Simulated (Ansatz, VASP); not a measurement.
# Two plane-wave programs on SrTiO3

File INCAR:

```
SYSTEM = SrTiO3
ALGO     = Normal         ! electronic algorithm
EDIFF    = 1E-6           ! SCF threshold, eV
ENCUT    = 520            ! plane-wave cutoff, eV
GGA      = PS             ! functional
ISIF     = 2              ! what is computed and relaxed
ISMEAR   = 0              ! smearing method
LASPH    = .True.         ! aspherical terms in the spheres
LCHARG   = .True.         ! write CHGCAR
LELF     = .True.         ! ELF
LREAL    = .False.        ! projectors in reciprocal space
LVHAR    = .True.       
LWAVE    = .False.        ! write WAVECAR
NBANDS   = 51             ! bands
NELM     = 60             ! most SCF steps
PREC     = Accurate       ! precision mode
SIGMA    = 0.02           ! smearing width, eV
```

The input KPOINTS:

```
k-points
0
Gamma
  8 8 8
  0 0 0
```

POSCAR

```
SrTiO3
1.0
   -2.7435446935      2.7435446935      3.9043132976
    2.7435446935     -2.7435446935      3.9043132976
    2.7435446935      2.7435446935     -3.9043132976
Sr Ti O
2 2 6
Direct
    0.7500000000      0.2500000000      0.5000000000
    0.2500000000      0.7500000000      0.5000000000
    0.0000000000      0.0000000000      0.0000000000
    0.5000000000      0.5000000000      0.0000000000
    0.2500000000      0.2500000000      0.0000000000
    0.7500000000      0.7500000000      0.0000000000
    0.7253545269      0.2253545269      0.9507090538
    0.2253545269      0.2746454731      0.5000000000
    0.2746454731      0.7746454731      0.0492909461
    0.7746454731      0.7253545269      0.5000000000
```

Input for Ansatz:

```yaml
crystal:
  lattice:
    - [-2.7435446935, 2.7435446935, 3.9043132969]
    - [2.7435446935, -2.7435446935, 3.9043132969]
    - [2.7435446935, 2.7435446935, -3.9043132969]
  atoms:
    - { symbol: Sr, position: [0.75, 0.25, 0.5] }
    - { symbol: Sr, position: [0.25, 0.75, 0.5] }
    - { symbol: Ti, position: [0.0, 0.0, 0.0] }
    - { symbol: Ti, position: [0.5, 0.5, 0.0] }
    - { symbol: O, position: [0.25, 0.25, 0.0] }
    - { symbol: O, position: [0.75, 0.75, 0.0] }
    - { symbol: O, position: [0.7253545272, 0.2253545272, 0.9507090543] }
    - { symbol: O, position: [0.2253545272, 0.2746454728, 0.5] }
    - { symbol: O, position: [0.2746454728, 0.7746454728, 0.0492909457] }
    - { symbol: O, position: [0.7746454728, 0.7253545272, 0.5] }
basis:
  ecutwfc: 420
kpoints:
  mp_grid: { grid: [8, 8, 8] }
  band_path: { path: [VBM, CBM], npoints: 2 }
hamiltonian:
  xc: pbesol
scf:
  occupations: { method: gaussian, width: 0.02 }
output:
  forces: true
  stress: true
  eigenvalues: true
```

Alike in both runs: task single point; functional PBEsol; k mesh 8 × 8 × 8; occupations gaussian, width 0.02 eV; no spin polarisation.

```csv
,VASP,Ansatz
version,VASP 6.6.1,Ansatz 0.2.0
potentials or method,"VASP PAW PBE potentials, release 64 (Sr_sv, Ti_sv, O), cutoff 520 eV","scalar-relativistic, plane waves, PAW"
valence electrons in the cell,80,80
```

Ansatz gave:

- gap on the k mesh at the Fermi level (eV): 1.97
- least direct gap on the mesh (eV): 1.98

Q: Estimate VASP's values.

A: gap on the k mesh at the Fermi level (eV): 1.94; least direct gap on the mesh (eV): 1.95.

VASP's potentials were made for PBE, not for PBEsol.
